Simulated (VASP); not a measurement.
# HfO2 (Fm-3m) in VASP: notebook

The runs below take HfO2 through single point, with PBEsol.

Everything below comes from runs of VASP 6.6.1. Logs are shortened: lines on timing, memory, paths and dates and some standing lists are left out, and cuts for length are marked.

### Step 1. The cell of the first run

It takes space group Fm-3m (No. 225, cubic). Conventional cell: a = 5.057 Å, b = 5.057 Å, c = 5.057 Å, α = 90.00°, β = 90.00°, γ = 90.00°. Within 2.9 Å of Hf (site symmetry m-3m) lie 8 O at 2.19 Å. O (site symmetry -43m) has 4 Hf at 2.19 Å and 6 O at 2.53 Å within 2.9 Å.

### Step 2. Single point, PBEsol

Contents of INCAR:

```
  PREC = Accurate
  ENCUT = 520
  EDIFF = 1E-6
  ISMEAR = 0
  SIGMA = 0.01
  LREAL = False
  LASPH = True
  NELM = 100
  ALGO = Normal
  ISIF = 2
  LWAVE = False
  LCHARG = False
  GGA = PS
  NBANDS = 18
```

Contents of KPOINTS:

```
regular mesh
0
Gamma
  4 4 4
```

Contents of POSCAR:

```
HfO2
1.0
    3.5756740904      0.0000000000      0.0000000000
    1.7878370452      3.0966245980      0.0000000000
    1.7878370452      1.0322081993      2.9195256694
Hf O
1 2
Direct
    0.0000000000      0.0000000000      0.0000000000
    0.2500000000      0.2500000000      0.2500000000
    0.7500000000      0.7500000000      0.7500000000
```

Potentials or basis: VASP PAW PBE potentials, release 64 (Hf_pv, O).

Started as:

```
$ cat potpaw_PBE.64/Hf_pv/POTCAR potpaw_PBE.64/O/POTCAR > POTCAR
$ mpirun -np 1 vasp_std > vasp.out
```

OUTCAR:

```text
PREC = Accurate
   ENCUT = 520
   EDIFF = 1E-6
   ISMEAR = 0
   LREAL = False
   LASPH = True
   NELM = 100
   ISIF = 2
   GGA = PS

 ion  position               nearest neighbor table
   1  0.000  0.000  0.000-   3 2.19   2 2.19   3 2.19   2 2.19   2 2.19   3 2.19   3 2.19   2 2.19

   2  0.250  0.250  0.250-   1 2.19   1 2.19   1 2.19   1 2.19
   3  0.750  0.750  0.750-   1 2.19   1 2.19   1 2.19   1 2.19

  LATTYP: Found a face centered cubic cell.
 ALAT       =     5.0567667933

  Lattice vectors:

 A1 = (   3.5756740904,   0.0000000000,   0.0000000000)
 A2 = (   1.7878370452,   3.0966245980,   0.0000000000)
 A3 = (   1.7878370452,   1.0322081993,   2.9195256694)

Analysis of symmetry for initial positions (statically):
=====================================================================
 Subroutine PRICEL returns:
 Original cell was already a primitive cell.

 Routine SETGRP: Setting up the symmetry group for a
 face centered cubic supercell.

 Subroutine GETGRP returns: Found 48 space group operations
 (whereof 48 operations were pure point group operations)
 out of a pool of 48 trial point group operations.

The static configuration has the point symmetry O_h .

Analysis of symmetry for dynamics (positions and initial velocities):
=====================================================================
 Subroutine PRICEL returns:
 Original cell was already a primitive cell.

 Routine SETGRP: Setting up the symmetry group for a
 face centered cubic supercell.

 Subroutine GETGRP returns: Found 48 space group operations
 (whereof 48 operations were pure point group operations)
 out of a pool of 48 trial point group operations.

The dynamic configuration has the point symmetry O_h .

 Subroutine INISYM returns: Found 48 space group operations
 (whereof 48 operations are pure point group operations),
 and found     1 'primitive' translations

----------------------------------------------------------------------------------------

                                     Primitive cell

  volume of cell :      32.3265

  direct lattice vectors                    reciprocal lattice vectors
     3.575674090  0.000000000  0.000000000     0.279667547 -0.161466133 -0.114173798
     1.787837045  3.096624598  0.000000000     0.000000000  0.322932267 -0.114173798
     1.787837045  1.032208199  2.919525669     0.000000000  0.000000000  0.342521393

  length of vectors
     3.575674090  3.575674090  3.575674090     0.342521393  0.342521393  0.342521393

  position of ions in fractional coordinates (direct lattice)
     0.000000000  0.000000000  0.000000000
     0.250000000  0.250000000  0.250000000
     0.750000000  0.750000000  0.750000000

  ion indices of the primitive-cell ions
   primitive index   ion index
                 1           1
                 2           2
                 3           3

----------------------------------------------------------------------------------------

 KPOINTS: regular mesh

Automatic generation of k-mesh.
 Grid dimensions read from file:
 generate k-points for:    4    4    4

 Generating k-lattice:

  Cartesian coordinates                     Fractional coordinates (reciprocal lattice)
     0.069916887 -0.040366533 -0.028543449     0.250000000  0.000000000  0.000000000
     0.000000000  0.080733067 -0.028543449     0.000000000  0.250000000  0.000000000
     0.000000000  0.000000000  0.085630348     0.000000000  0.000000000  0.250000000

  Length of vectors
     0.085630348  0.085630348  0.085630348

  Shift w.r.t. Gamma in fractional coordinates (k-lattice)
     0.000000000  0.000000000  0.000000000

 Subroutine IBZKPT returns following result:
 ===========================================

 Found      8 irreducible k-points:

 Following reciprocal coordinates:
            Coordinates               Weight
  0.000000  0.000000  0.000000      1.000000
  0.250000  0.000000  0.000000      8.000000
  0.500000  0.000000  0.000000      4.000000
  0.250000  0.250000  0.000000      6.000000
  0.500000  0.250000  0.000000     24.000000
 -0.250000  0.250000 -0.000000     12.000000
  0.500000  0.500000  0.000000      3.000000
 -0.250000  0.500000  0.250000      6.000000
   k-points           NKPTS =      8   k-points in BZ     NKDIM =      8   number of bands    NBANDS=     18
   number of dos      NEDOS =    301   number of ions     NIONS =      3
   total plane-waves  NPLWV =  21952
   dimension x,y,z NGX =    28 NGY =   28 NGZ =   28
   dimension x,y,z NGXF=    56 NGYF=   56 NGZF=   56
   ions per type =               1   2
   NGX,Y,Z   is equivalent  to a cutoff of  13.02, 13.02, 13.02 a.u.
   NGXF,Y,Z  is equivalent  to a cutoff of  26.04, 26.04, 26.04 a.u.
 SYSTEM =  unknown system
   PREC   = accura    normal or accurate (medium, high low for compatibility)
   ISTART =      0    job   : 0-new  1-cont  2-samecut
   ICHARG =      2    charge: 1-file 2-atom 10-const
   ISPIN  =      1    spin polarized calculation?
   LNONCOLLINEAR =      F non collinear calculations
   LSORBIT =      F    spin-orbit coupling
   LASPH  =      T    aspherical Exc in radial PAW
   ENCUT  =  520.0 eV  38.22 Ry    6.18 a.u.   6.65  6.65  6.65*2*pi/ulx,y,z
   NELM   =    100;   NELMIN=  2; NELMDL= -5     # of ELM steps
   EDIFF  = 0.1E-05   stopping-criterion for ELM
   LREAL  =      F    real-space projection
   EDIFFG = 0.1E-04   stopping-criterion for IOM
   NSW    =      0    number of steps for IOM
   IBRION =     -1    ionic relax: 0-MD 1-quasi-New 2-CG
   NFREE  =      0    steps in history (QN), initial steepest desc. (CG)
   ISIF   =      2    stress and relaxation
   ISYM   =      2    0-nonsym 1-usesym 2-fastsym
   POTIM  = 0.5000    time-step for ionic-motion
   TEBEG  =    0.0;   TEEND  =   0.0 temperature during run
   PSTRESS=    0.0 pullay stress
   NELECT =      22.0000    total number of electrons
   NUPDOWN=      -1.0000    fix difference up-down
   EMIN   =  10.00;   EMAX   =-10.00  energy-range for DOS
   EFERMI =   0.00;   METHOD = LEGACY
   ISMEAR =     0;   SIGMA  =   0.01  broadening in eV -4-tet -1-fermi 0-gaus
   EFERMI_NEDOS =   21; number of points for ismear=-14 and -15
   IALGO  =     38    algorithm
   IMIX   =      4    mixing-type and parameters
     AMIX     =   0.40;   BMIX     =  1.00
     AMIX_MAG =   1.60;   BMIX_MAG =  1.00
  volume/ion in A,a.u.               =      10.78        72.72
  Fermi-wavevector in a.u.,A,eV,Ry     =   1.440001  2.721207 28.213080  2.073603
  Thomas-Fermi vector in A             =   2.558794
   LORBIT       =      0    0 simple, 1 ext, 2 COOP (PROOUT), +10 PAW based schemes
   GGA     = PS    functional components
   LHFCALC =     F    Hartree Fock is set to
   AEXX    =    0.0000 exact exchange contribution
   IVDW    =     0    specifies the selected vdW correction
   LEPSILON=     F    determine dielectric tensor
   LRPA    =     F    only Hartree local field effects (RPA)
 non-spin polarized calculation
 Gauss-broadening in eV      SIGMA  =   0.01
  energy-cutoff  :      520.00
  volume of cell :       32.33
 maximum number of plane-waves:       893
 NGX is ok and might be reduce to    28
   NGX = 13   NGY = 13   NGZ = 13

 number of electron      21.9999992 magnetization

 Free energy of the ion-electron system (eV)
  ---------------------------------------------------
  ext. energy  EPLUGINS =         0.00000000
  ---------------------------------------------------
  free energy    TOTEN  =       -31.62452769 eV

  energy without entropy =      -31.62452769  energy(sigma->0) =      -31.62452769

 E-fermi :   4.3050     XC(G=0): -12.1465

 val. band max:        4.1990520429   @ k =   0.5000   0.5000   0.0000
 cond. band min:       7.8900279271   @ k =   0.5000   0.5000   0.0000
 fundamental gap:      3.6909758842
 Fermi energy:         4.3050368807

 k-point     1 :       0.0000    0.0000    0.0000
  band No.  band energies     occupation
      1     -25.3918      2.00000
      2     -25.3918      2.00000
      3     -25.3918      2.00000
      4     -14.5386      2.00000
      5     -11.3988      2.00000
      6      -1.2506      2.00000
[... 10 lines left out ...]
     17      14.7164      0.00000
     18      17.7638      0.00000

 k-point     2 :       0.2500    0.0000    0.0000
  band No.  band energies     occupation
      1     -25.6292      2.00000
      2     -25.4182      2.00000
      3     -25.4182      2.00000
      4     -13.8111      2.00000
      5     -11.9311      2.00000
      6      -0.7201      2.00000
[... 10 lines left out ...]
     17      13.9486      0.00000
     18      16.7617      0.00000

 k-point     3 :       0.5000    0.0000    0.0000
  band No.  band energies     occupation
      1     -25.8487      2.00000
      2     -25.4444      2.00000
      3     -25.4444      2.00000
      4     -13.2676      2.00000
      5     -12.1129      2.00000
      6      -0.2049      2.00000
[... 10 lines left out ...]
     17      13.6478      0.00000
     18      16.7080      0.00000

 k-point     4 :       0.2500    0.2500    0.0000
  band No.  band energies     occupation
      1     -25.6461      2.00000
      2     -25.4573      2.00000
      3     -25.4573      2.00000
      4     -13.4994      2.00000
      5     -12.1399      2.00000
      6      -0.5653      2.00000
[... 10 lines left out ...]
     17      13.3393      0.00000
     18      17.5114      0.00000

 k-point     5 :       0.5000    0.2500    0.0000
  band No.  band energies     occupation
      1     -25.7857      2.00000
      2     -25.5661      2.00000
      3     -25.4835      2.00000
      4     -12.8121      2.00000
      5     -12.3909      2.00000
      6      -1.1970      2.00000
[... 10 lines left out ...]
     17      15.2295      0.00000
     18      17.4338      0.00000

 k-point     6 :      -0.2500    0.2500   -0.0000
  band No.  band energies     occupation
      1     -25.7203      2.00000
      2     -25.5812      2.00000
      3     -25.4447      2.00000
      4     -13.0373      2.00000
      5     -12.3293      2.00000
      6      -0.8662      2.00000
[... 10 lines left out ...]
     17      14.9798      0.00000
     18      17.2019      0.00000

 k-point     7 :       0.5000    0.5000    0.0000
  band No.  band energies     occupation
      1     -25.8744      2.00000
      2     -25.5222      2.00000
      3     -25.5222      2.00000
      4     -12.7348      2.00000
      5     -12.2824      2.00000
      6      -2.4193      2.00000
[... 10 lines left out ...]
     17      17.3482      0.00000
     18      17.6431      0.00000

 k-point     8 :      -0.2500    0.5000    0.2500
  band No.  band energies     occupation
      1     -25.7021      2.00000
      2     -25.7021      2.00000
      3     -25.5245      2.00000
      4     -12.5027      2.00000
      5     -12.5027      2.00000
      6      -1.2081      2.00000
[... 10 lines left out ...]
     17      16.9672      0.00000
     18      17.6673      0.00000

------------------------ aborting loop because EDIFF is reached ----------------------------------------

  FORCE on cell =-STRESS in cart. coord.  units (eV):
  Direction    XX          YY          ZZ          XY          YZ          ZX
  --------------------------------------------------------------------------------------
  -------------------------------------------------------------------------------------
  Total       -1.1430525     -1.1430525     -1.1430525      0.0000000      0.0000000      0.0000000
  in kB      -56.6523549    -56.6523549    -56.6523549      0.0000000      0.0000000      0.0000000
  external PRESSURE =     -56.6523549 kB  Pullay stress =       0.0000000 kB

 VOLUME and BASIS-vectors are now :
 -----------------------------------------------------------------------------
  energy-cutoff  :      520.00
  volume of cell :       32.33
      direct lattice vectors                 reciprocal lattice vectors
     3.575674090  0.000000000  0.000000000     0.279667547 -0.161466133 -0.114173798
     1.787837045  3.096624598  0.000000000     0.000000000  0.322932267 -0.114173798
     1.787837045  1.032208199  2.919525669     0.000000000  0.000000000  0.342521393

 POSITION                                       TOTAL-FORCE (eV/Angst)
 -----------------------------------------------------------------------------------
      0.00000      0.00000      0.00000        -0.000000     -0.000000      0.000000
      1.78784      1.03221      0.72988        -0.000000      0.000000     -0.000000
      5.36351      3.09662      2.18964         0.000000     -0.000000      0.000000
 -----------------------------------------------------------------------------------
    total drift:                                0.000000      0.000000     -0.000000

  FREE ENERGIE OF THE ION-ELECTRON SYSTEM (eV)
  ---------------------------------------------------
  free  energy   TOTEN  =       -31.6245276914 eV

  energy  without entropy=      -31.6245276914  energy(sigma->0) =      -31.62452769
```

It took 11 s on 1 thread of Intel Xeon Platinum 8259CL at 2.50GHz (Skylake/Cascade Lake), shared host; peak memory 0.15 GiB.

What came out:

| Item | Value |
| --- | --- |
| Free energy | -31.6245 eV |
| Pressure | -5.7 GPa |
| Band gap on the k mesh | 3.69 eV, direct |

Levels at points of the mesh, in eV from the valence-band top:
```tsv
k point	band 9	band 10	band 11	band 12	band 13	band 14
(0.00, 0.00, 0.00)	-0.62	-0.62	-0.62	3.80	3.80	5.71
(0.50, 0.00, 0.00)	-2.79	-1.86	-1.86	4.55	4.55	7.03
(0.50, 0.50, 0.00)	-1.56	-1.56	0.00	3.69	5.47	6.67
```

Caveat: the k points lie up to 0.54 Å⁻¹ apart; the PAW data sets were made with another functional, which shifts forces and pressure a little; spin-orbit coupling is left out, which moves the levels of the heavy elements. A k mesh can miss the band edges.

### Step 3. Single point, PBEsol

This run uses another cell than the first one, of 10.69 Å³/atom, 0.992 times its volume.

Contents of INCAR:

```
SYSTEM = HfO2
ALGO     = Normal         ! electronic algorithm
EDIFF    = 1E-7           ! SCF threshold, eV
ENCUT    = 520            ! plane-wave cutoff, eV
GGA      = PS             ! functional
ISIF     = 2              ! what is computed and relaxed
ISMEAR   = 0              ! smearing method
LASPH    = .TRUE.         ! aspherical terms in the spheres
LCHARG   = .TRUE.         ! write CHGCAR
LELF     = .TRUE.         ! ELF
LREAL    = .FALSE.        ! projectors in reciprocal space
LVHAR    = .TRUE.       
LWAVE    = .FALSE.        ! write WAVECAR
NBANDS   = 18             ! bands
NELM     = 60             ! most SCF steps
PREC     = Accurate       ! precision mode
SIGMA    = 0.01           ! smearing width, eV
```

Contents of KPOINTS:

```
k-points
0
G
  4 4 4
  0 0 0
```

Contents of POSCAR:

```
HfO2
1.0
    3.5665594107      0.0000000000      0.0000000000
    1.7832797054      3.0887310538      0.0000000000
    1.7832797054      1.0295770179      2.9120835645
Hf O
1 2
Direct
    0.0000000000      0.0000000000      0.0000000000
    0.2500000000      0.2500000000      0.2500000000
    0.7500000000      0.7500000000      0.7500000000
```

Potentials or basis: VASP PAW PBE potentials, release 64 (Hf_pv, O).

Started as:

```
$ cat potpaw_PBE.64/Hf_pv/POTCAR potpaw_PBE.64/O/POTCAR > POTCAR
$ mpirun -np 1 vasp_std > vasp.out
```

Wall time 15 s (1 thread of Intel Xeon Platinum 8259CL at 2.50GHz (Skylake/Cascade Lake), shared host); peak memory 0.15 GiB.

The run converged. Its results:

* Free energy: -31.6315 eV
* Pressure: -3.7 GPa
* Band gap on the k mesh: 3.71 eV, direct

Levels at points of the mesh, in eV from the valence-band top:
| k point | band 9 | band 10 | band 11 | band 12 | band 13 | band 14 |
| --- | --- | --- | --- | --- | --- | --- |
| (0.00, 0.00, 0.00) | -0.62 | -0.62 | -0.62 | 3.81 | 3.81 | 5.77 |
| (0.50, 0.00, 0.00) | -2.81 | -1.87 | -1.87 | 4.58 | 4.58 | 7.10 |
| (0.50, 0.50, 0.00) | -1.57 | -1.57 | 0.00 | 3.71 | 5.51 | 6.74 |

Caveat: the k points lie up to 0.54 Å⁻¹ apart; the PAW data sets were made with another functional, which shifts forces and pressure a little; spin-orbit coupling is left out, which moves the levels of the heavy elements.
